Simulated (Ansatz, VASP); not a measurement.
KHf2O2: VASP beside Ansatz

```
CELL_PARAMETERS angstrom
4.24694 0.00000 0.00000
-2.12347 3.67796 0.00000
0.00000 0.00000 6.10066
ATOMIC_POSITIONS crystal
K 0.00000 0.00000 0.50000
Hf 0.33333 0.66667 0.50000
Hf 0.66667 0.33333 0.50000
O 0.00000 0.00000 0.79532
O 0.00000 0.00000 0.20468
```

Alike in both runs: task single point; functional PBE; k mesh 6 × 6 × 4; occupations gaussian, width 0.1 eV; no spin polarisation.

|  | VASP | Ansatz |
| --- | --- | --- |
| version | VASP 6.6.1 | Ansatz 0.2.0 |
| potentials or method | VASP PAW PBE potentials, release 64 (K_sv, Hf_pv, O), cutoff 520 eV | scalar-relativistic, plane waves, PAW |
| valence electrons in the cell | 41 | 73 |

Ansatz gave:

```
gap on the k mesh at the Fermi level (eV) : none
rms of the force components (eV/Å)        : 1.298
```

Problem. Estimate VASP's values.

Solution. gap on the k mesh at the Fermi level (eV): none; rms of the force components (eV/Å): 1.523.

Atom by atom the forces differ by 0.225 eV/Å (rms over components). A gap of «none» marks a metal or a gap that the smearing closes. VASP's potentials hold 41 valence electrons a cell and Ansatz's 73, so a difference there can come from the potentials and not from the codes.

Spin-orbit coupling is off throughout.
